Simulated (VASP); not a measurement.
# Al (Im-3m) in VASP: notebook

Al is run at these levels: PBEsol; tasks: single point.

Program: VASP 6.6.1. These are calculated values, not measurements. Logs are shortened: lines on timing, memory, paths and dates and some standing lists are left out, and cuts for length are marked.

### Step 1. The cell of the first run

Symmetry: Im-3m, No. 229, cubic system. The conventional cell has a = 3.214 Å, b = 3.214 Å, c = 3.214 Å, α = 90.00°, β = 90.00°, γ = 90.00°. Al (site symmetry m-3m) has 14 Al at 2.78 to 3.21 Å within 3.7 Å.

### Step 2. Single point, PBEsol

Input file INCAR:

```
PREC = Accurate
ENCUT = 520
EDIFF = 1E-7
ISMEAR = -1
SIGMA = 0.1
LREAL = False
LASPH = True
NELM = 60
ALGO = Normal
ISIF = 2
LWAVE = False
LCHARG = False
GGA = PS
NBANDS = 8
```

Input file KPOINTS:

```
Automatic mesh
0
Gamma
  14 14 14
```

Input file POSCAR:

```
Al
1.0
   -1.6070768880      1.6070768880      1.6070768880
    1.6070768880     -1.6070768880      1.6070768880
    1.6070768880      1.6070768880     -1.6070768880
Al
1
Direct
    0.0000000000      0.0000000000      0.0000000000
```

Potentials or basis: VASP PAW PBE potentials, release 64 (Al).

On the command line:

```console
> cat potpaw_PBE.64/Al/POTCAR > POTCAR
> mpirun -np 1 vasp_std > vasp.out
```

OUTCAR:

```text
PREC = Accurate
   ENCUT = 520
   EDIFF = 1E-7
   ISMEAR = -1
   LREAL = False
   LASPH = True
   NELM = 60
   ISIF = 2
   GGA = PS

 ion  position               nearest neighbor table
   1  0.000  0.000  0.000-

  LATTYP: Found a body centered cubic cell.
 ALAT       =     3.2141537760

  Lattice vectors:

 A1 = (  -1.6070768880,   1.6070768880,   1.6070768880)
 A2 = (   1.6070768880,  -1.6070768880,   1.6070768880)
 A3 = (   1.6070768880,   1.6070768880,  -1.6070768880)

Analysis of symmetry for initial positions (statically):
=====================================================================
 Subroutine PRICEL returns:
 Original cell was already a primitive cell.

 Routine SETGRP: Setting up the symmetry group for a
 body centered cubic supercell.

 Subroutine GETGRP returns: Found 48 space group operations
 (whereof 48 operations were pure point group operations)
 out of a pool of 48 trial point group operations.

The static configuration has the point symmetry O_h .

Analysis of symmetry for dynamics (positions and initial velocities):
=====================================================================
 Subroutine PRICEL returns:
 Original cell was already a primitive cell.

 Routine SETGRP: Setting up the symmetry group for a
 body centered cubic supercell.

 Subroutine GETGRP returns: Found 48 space group operations
 (whereof 48 operations were pure point group operations)
 out of a pool of 48 trial point group operations.

The dynamic configuration has the point symmetry O_h .

 Subroutine INISYM returns: Found 48 space group operations
 (whereof 48 operations are pure point group operations),
 and found     1 'primitive' translations

----------------------------------------------------------------------------------------

                                     Primitive cell

  volume of cell :      16.6024

  direct lattice vectors                    reciprocal lattice vectors
    -1.607076888  1.607076888  1.607076888     0.000000000  0.311123882  0.311123882
     1.607076888 -1.607076888  1.607076888     0.311123882  0.000000000  0.311123882
     1.607076888  1.607076888 -1.607076888     0.311123882  0.311123882  0.000000000

  length of vectors
     2.783538822  2.783538822  2.783538822     0.439995613  0.439995613  0.439995613

[... 77 lines left out ...]
   NELM   =     60;   NELMIN=  2; NELMDL= -5     # of ELM steps
   EDIFF  = 0.1E-06   stopping-criterion for ELM
   LREAL  =      F    real-space projection
   EDIFFG = 0.1E-05   stopping-criterion for IOM
   NSW    =      0    number of steps for IOM
   IBRION =     -1    ionic relax: 0-MD 1-quasi-New 2-CG
   NFREE  =      0    steps in history (QN), initial steepest desc. (CG)
   ISIF   =      2    stress and relaxation
   ISYM   =      2    0-nonsym 1-usesym 2-fastsym
   POTIM  = 0.5000    time-step for ionic-motion
   TEBEG  =    0.0;   TEEND  =   0.0 temperature during run
   PSTRESS=    0.0 pullay stress
   NELECT =       3.0000    total number of electrons
   NUPDOWN=      -1.0000    fix difference up-down
   EMIN   =  10.00;   EMAX   =-10.00  energy-range for DOS
   EFERMI =   0.00;   METHOD = LEGACY
   ISMEAR =    -1;   SIGMA  =   0.10  broadening in eV -4-tet -1-fermi 0-gaus
   EFERMI_NEDOS =   21; number of points for ismear=-14 and -15
   IALGO  =     38    algorithm
   IMIX   =      4    mixing-type and parameters
     AMIX     =   0.40;   BMIX     =  1.00
     AMIX_MAG =   1.60;   BMIX_MAG =  1.00
  volume/ion in A,a.u.               =      16.60       112.04
  Fermi-wavevector in a.u.,A,eV,Ry     =   0.925533  1.749004 11.654906  0.856611
  Thomas-Fermi vector in A             =   2.051398
   LORBIT       =      0    0 simple, 1 ext, 2 COOP (PROOUT), +10 PAW based schemes
   GGA     = PS    functional components
   LHFCALC =     F    Hartree Fock is set to
   AEXX    =    0.0000 exact exchange contribution
   IVDW    =     0    specifies the selected vdW correction
   LEPSILON=     F    determine dielectric tensor
   LRPA    =     F    only Hartree local field effects (RPA)
 non-spin polarized calculation
  energy-cutoff  :      520.00
  volume of cell :       16.60
 maximum number of plane-waves:       466
 NGX is ok and might be reduce to    24
   NGX = 11   NGY = 11   NGZ = 11

 number of electron       3.0000000 magnetization

 Free energy of the ion-electron system (eV)
  ---------------------------------------------------
  ext. energy  EPLUGINS =         0.00000000
  ---------------------------------------------------
  free energy    TOTEN  =        -4.00466862 eV

  energy without entropy =       -3.99186812  energy(sigma->0) =       -3.99826837

 E-fermi :   7.8903     XC(G=0): -10.2379

 val. band max:        7.6810916943   @ k =   0.2857   0.1429   0.0714
 cond. band min:       7.9069871465   @ k =   0.2857   0.2857   0.0000
 fundamental gap:      0.2258954523
 Fermi energy:         7.8902904386

 k-point     1 :       0.0000    0.0000    0.0000
  band No.  band energies     occupation
      1      -3.1968      2.00000
      2      21.0917      0.00000
      3      21.0917      0.00000
      4      21.0917      0.00000
      5      22.4754      0.00000
      6      22.4754      0.00000
      7      22.4754      0.00000
      8      24.1240      0.00000
[... 243 lines left out ...]
 k-point    24 :       0.3571    0.2857    0.0000
  band No.  band energies     occupation
      1       5.2187      2.00000
      2       5.6763      2.00000
      3       7.5259      1.94902
      4      15.0134      0.00000
      5      22.6028      0.00000
      6      24.2378      0.00000
      7      24.3371      0.00000
      8      30.0036      0.00000

 [... further k-points ...]

------------------------ aborting loop because EDIFF is reached ----------------------------------------

  FORCE on cell =-STRESS in cart. coord.  units (eV):
  Direction    XX          YY          ZZ          XY          YZ          ZX
  --------------------------------------------------------------------------------------
  -------------------------------------------------------------------------------------
  Total        0.0092247      0.0092247      0.0092247      0.0000000     -0.0000000     -0.0000000
  in kB        0.8902115      0.8902115      0.8902115      0.0000000     -0.0000000     -0.0000000
  external PRESSURE =       0.8902115 kB  Pullay stress =       0.0000000 kB

 VOLUME and BASIS-vectors are now :
 -----------------------------------------------------------------------------
  energy-cutoff  :      520.00
  volume of cell :       16.60
      direct lattice vectors                 reciprocal lattice vectors
    -1.607076888  1.607076888  1.607076888     0.000000000  0.311123882  0.311123882
     1.607076888 -1.607076888  1.607076888     0.311123882  0.000000000  0.311123882
     1.607076888  1.607076888 -1.607076888     0.311123882  0.311123882  0.000000000

 POSITION                                       TOTAL-FORCE (eV/Angst)
 -----------------------------------------------------------------------------------
      0.00000      0.00000      0.00000        -0.000000      0.000000     -0.000000
 -----------------------------------------------------------------------------------
    total drift:                                0.000000      0.000000      0.000000

  FREE ENERGIE OF THE ION-ELECTRON SYSTEM (eV)
  ---------------------------------------------------
  free  energy   TOTEN  =        -4.0046686150 eV

  energy  without entropy=       -3.9918681242  energy(sigma->0) =       -3.99826837
```

Run time: 11 s. Hardware: 1 thread of Intel Xeon Platinum 8375C at 2.90GHz (Ice Lake), shared host; peak memory 0.13 GiB.

What came out:

* Free energy: -4.0047 eV
* Pressure: 0.1 GPa

Caveat: the PAW data sets were made with another functional, which shifts forces and pressure a little.

### Step 3. Single point, PBEsol (volume scaled by 0.88)

Input file INCAR:

```
SYSTEM = Al
PREC = Accurate ; ENCUT = 520
EDIFF = 1E-7 ; ISMEAR = -1
SIGMA = 0.1 ; LREAL = .FALSE.
LASPH = .TRUE. ; NELM = 80
ALGO = Normal ; ISIF = 2
LWAVE = .FALSE. ; LCHARG = .TRUE.
GGA = PS ; LELF = .TRUE.
LVHAR = .TRUE. ; NBANDS = 8
```

Input file KPOINTS:

```
regular mesh
0
G
  15 15 15
  0 0 0
```

Input file POSCAR:

```
Al
1.0
   -1.5400360226      1.5400360226      1.5400360226
    1.5400360226     -1.5400360226      1.5400360226
    1.5400360226      1.5400360226     -1.5400360226
Al
1
Direct
    0.0000000000      0.0000000000      0.0000000000
```

Potentials or basis: VASP PAW PBE potentials, release 64 (Al).

On the command line:

```console
> cat potpaw_PBE.64/Al/POTCAR > POTCAR
> mpirun -np 1 vasp_std > vasp.out
```

Wall time 14 s (1 thread of Intel Xeon Platinum 8375C at 2.90GHz (Ice Lake), shared host); peak memory 0.12 GiB.

The run converged. Its results:

| Item | Value |
| --- | --- |
| Free energy | -3.9342 eV |
| Pressure | 12.2 GPa |

Levels at points of the mesh, in eV from the Fermi level:
| k point | band 1 | band 2 | band 3 | band 4 | band 5 |
| --- | --- | --- | --- | --- | --- |
| (0.00, 0.00, 0.00) | -12.01 | 13.99 | 13.99 | 13.99 | 16.55 |

Caveat: the PAW data sets were made with another functional, which shifts forces and pressure a little.

### Step 4. Single point, PBEsol (volume scaled by 0.96)

Input file INCAR:

```
SYSTEM = Al
PREC     = Accurate       ! precision mode
ENCUT    = 520            ! plane-wave cutoff, eV
EDIFF    = 1E-6           ! SCF threshold, eV
ISMEAR   = -1             ! smearing method
SIGMA    = 0.1            ! smearing width, eV
LREAL    = .False.        ! projectors in reciprocal space
LASPH    = .True.         ! aspherical terms in the spheres
NELM     = 100            ! most SCF steps
ALGO     = Normal         ! electronic algorithm
ISIF     = 2              ! what is computed and relaxed
LWAVE    = .False.        ! write WAVECAR
LCHARG   = .False.        ! write CHGCAR
GGA      = PS             ! functional
NBANDS   = 8              ! bands
```

Input file KPOINTS:

```
regular mesh
0
Gamma
  15 15 15
  0 0 0
```

Input file POSCAR:

```
Al
1.0
   -1.5853569702      1.5853569702      1.5853569702
    1.5853569702     -1.5853569702      1.5853569702
    1.5853569702      1.5853569702     -1.5853569702
Al
1
Direct
    0.0000000000      0.0000000000      0.0000000000
```

Potentials or basis: VASP PAW PBE potentials, release 64 (Al).

On the command line:

```console
> cat potpaw_PBE.64/Al/POTCAR > POTCAR
> mpirun -np 1 vasp_std > vasp.out
```

OUTCAR:

```text
SYSTEM = Al
   PREC = Accurate
   ENCUT = 520
   EDIFF = 1E-6
   ISMEAR = -1
   LREAL = .False.
   LASPH = .True.
   NELM = 100
   ISIF = 2
   GGA = PS

 ion  position               nearest neighbor table
   1  0.000  0.000  0.000-

  LATTYP: Found a body centered cubic cell.
 ALAT       =     3.1707139404

  Lattice vectors:

 A1 = (  -1.5853569702,   1.5853569702,   1.5853569702)
 A2 = (   1.5853569702,  -1.5853569702,   1.5853569702)
 A3 = (   1.5853569702,   1.5853569702,  -1.5853569702)

Analysis of symmetry for initial positions (statically):
=====================================================================
 Subroutine PRICEL returns:
 Original cell was already a primitive cell.

 Routine SETGRP: Setting up the symmetry group for a
 body centered cubic supercell.

 Subroutine GETGRP returns: Found 48 space group operations
 (whereof 48 operations were pure point group operations)
 out of a pool of 48 trial point group operations.

The static configuration has the point symmetry O_h .

Analysis of symmetry for dynamics (positions and initial velocities):
=====================================================================
 Subroutine PRICEL returns:
 Original cell was already a primitive cell.

 Routine SETGRP: Setting up the symmetry group for a
 body centered cubic supercell.

 Subroutine GETGRP returns: Found 48 space group operations
 (whereof 48 operations were pure point group operations)
 out of a pool of 48 trial point group operations.

The dynamic configuration has the point symmetry O_h .

 Subroutine INISYM returns: Found 48 space group operations
 (whereof 48 operations are pure point group operations),
 and found     1 'primitive' translations

----------------------------------------------------------------------------------------

                                     Primitive cell

[... 102 lines left out ...]
   EFERMI =   0.00;   METHOD = LEGACY
   ISMEAR =    -1;   SIGMA  =   0.10  broadening in eV -4-tet -1-fermi 0-gaus
   EFERMI_NEDOS =   21; number of points for ismear=-14 and -15
   IALGO  =     38    algorithm
   IMIX   =      4    mixing-type and parameters
     AMIX     =   0.40;   BMIX     =  1.00
     AMIX_MAG =   1.60;   BMIX_MAG =  1.00
  volume/ion in A,a.u.               =      15.94       107.56
  Fermi-wavevector in a.u.,A,eV,Ry     =   0.938213  1.772966 11.976446  0.880244
  Thomas-Fermi vector in A             =   2.065402
   LORBIT       =      0    0 simple, 1 ext, 2 COOP (PROOUT), +10 PAW based schemes
   GGA     = PS    functional components
   LHFCALC =     F    Hartree Fock is set to
   AEXX    =    0.0000 exact exchange contribution
   IVDW    =     0    specifies the selected vdW correction
   LEPSILON=     F    determine dielectric tensor
   LRPA    =     F    only Hartree local field effects (RPA)
 non-spin polarized calculation
  energy-cutoff  :      520.00
  volume of cell :       15.94
 maximum number of plane-waves:       444
   NGX = 11   NGY = 11   NGZ = 11

 number of electron       3.0000000 magnetization

 Free energy of the ion-electron system (eV)
  ---------------------------------------------------
  ext. energy  EPLUGINS =         0.00000000
  ---------------------------------------------------
  free energy    TOTEN  =        -3.99551556 eV

  energy without entropy =       -3.98191033  energy(sigma->0) =       -3.98871294

 E-fermi :   8.3192     XC(G=0): -10.3878

 val. band max:        8.3183645146   @ k =   0.2667   0.2667   0.0000
 cond. band min:       8.3795020913   @ k =   0.2667   0.2667   0.0667
 fundamental gap:      0.0611375767
 Fermi energy:         8.3192102477

 k-point     1 :       0.0000    0.0000    0.0000
  band No.  band energies     occupation
      1      -3.0513      2.00000
      2      21.7705      0.00000
      3      21.7705      0.00000
      4      21.7705      0.00000
      5      23.5112      0.00000
      6      23.5112      0.00000
      7      23.5112      0.00000
      8      24.8740      0.00000
[... 243 lines left out ...]
 k-point    24 :       0.4000    0.2000    0.0000
  band No.  band energies     occupation
      1       4.6844      2.00000
      2       5.2683      2.00000
      3      10.5484      0.00000
      4      15.9456      0.00000
      5      21.5780      0.00000
      6      25.3624      0.00000
      7      26.4210      0.00000
      8      28.7394      0.00000

 [... further k-points ...]
[... 5 lines left out ...]
  --------------------------------------------------------------------------------------
  -------------------------------------------------------------------------------------
  Total        0.3172796      0.3172796      0.3172796     -0.0000000      0.0000000      0.0000000
  in kB       31.8941853     31.8941853     31.8941853     -0.0000000      0.0000000      0.0000000
  external PRESSURE =      31.8941853 kB  Pullay stress =       0.0000000 kB

 VOLUME and BASIS-vectors are now :
 -----------------------------------------------------------------------------
  energy-cutoff  :      520.00
  volume of cell :       15.94
      direct lattice vectors                 reciprocal lattice vectors
    -1.585356970  1.585356970  1.585356970     0.000000000  0.315386383  0.315386383
     1.585356970 -1.585356970  1.585356970     0.315386383  0.000000000  0.315386383
     1.585356970  1.585356970 -1.585356970     0.315386383  0.315386383  0.000000000

 POSITION                                       TOTAL-FORCE (eV/Angst)
 -----------------------------------------------------------------------------------
      0.00000      0.00000      0.00000        -0.000000     -0.000000     -0.000000
 -----------------------------------------------------------------------------------
    total drift:                                0.000000      0.000000     -0.000000

  FREE ENERGIE OF THE ION-ELECTRON SYSTEM (eV)
  ---------------------------------------------------
  free  energy   TOTEN  =        -3.9955155567 eV

  energy  without entropy=       -3.9819103299  energy(sigma->0) =       -3.98871294
```

OSZICAR:

```text
N       E                     dE             d eps       ncg     rms          rms(c)
DAV:   1    -0.244790969805E+01   -0.24479E+01   -0.90783E+02  1952   0.206E+02
DAV:   2    -0.401818985716E+01   -0.15703E+01   -0.14278E+01  2656   0.190E+01
DAV:   3    -0.402597191936E+01   -0.77821E-02   -0.77793E-02  2480   0.157E+00
DAV:   4    -0.402598973986E+01   -0.17821E-04   -0.17821E-04  2800   0.706E-02
DAV:   5    -0.402598977726E+01   -0.37399E-07   -0.38158E-07  2432   0.228E-03    0.141E+00
DAV:   6    -0.400759641770E+01    0.18393E-01   -0.25802E-03  2184   0.203E-01    0.791E-01
DAV:   7    -0.399553351240E+01    0.12063E-01   -0.68854E-03  2208   0.321E-01    0.170E-01
DAV:   8    -0.399551620566E+01    0.17307E-04   -0.30329E-05  2624   0.370E-02    0.124E-02
DAV:   9    -0.399551555674E+01    0.64892E-06   -0.33708E-07  2328   0.288E-03
   1 F= -.39955156E+01 E0= -.39887129E+01  d E =-.136052E-01
```

Run time: 11 s. Hardware: 1 thread of Intel Xeon Platinum 8375C at 2.90GHz (Ice Lake), shared host; peak memory 0.12 GiB.

What came out:

| Property | Result |
| --- | --- |
| Free energy | -3.9955 eV |
| Pressure | 3.2 GPa |

Levels at points of the mesh, in eV from the Fermi level:
```csv
k point,band 1,band 2,band 3,band 4
"(0.00, 0.00, 0.00)",-11.37,13.45,13.45,13.45
```

Caveat: the PAW data sets were made with another functional, which shifts forces and pressure a little.

### Step 5. Summary

```tsv
cell	k mesh	gap on the mesh (eV)	pressure (GPa)
a = 2.784 Å, angles 109.5°, 1 atom	14 × 14 × 14	none	0.1
a = 2.667 Å, angles 109.5°, 1 atom	15 × 15 × 15	none	12.2
a = 2.746 Å, angles 109.5°, 1 atom	15 × 15 × 15	none	3.2
```

Alike in all rows: task single point; level PBEsol; potentials or basis VASP PAW PBE potentials, release 64 (Al); no spin polarisation; cutoff (eV) 520; smearing fermi-dirac 0.1 eV.

Caveats: the PAW data sets were made with another functional, which shifts forces and pressure a little.

Absolute energies hang on the potentials; compare differences alone.
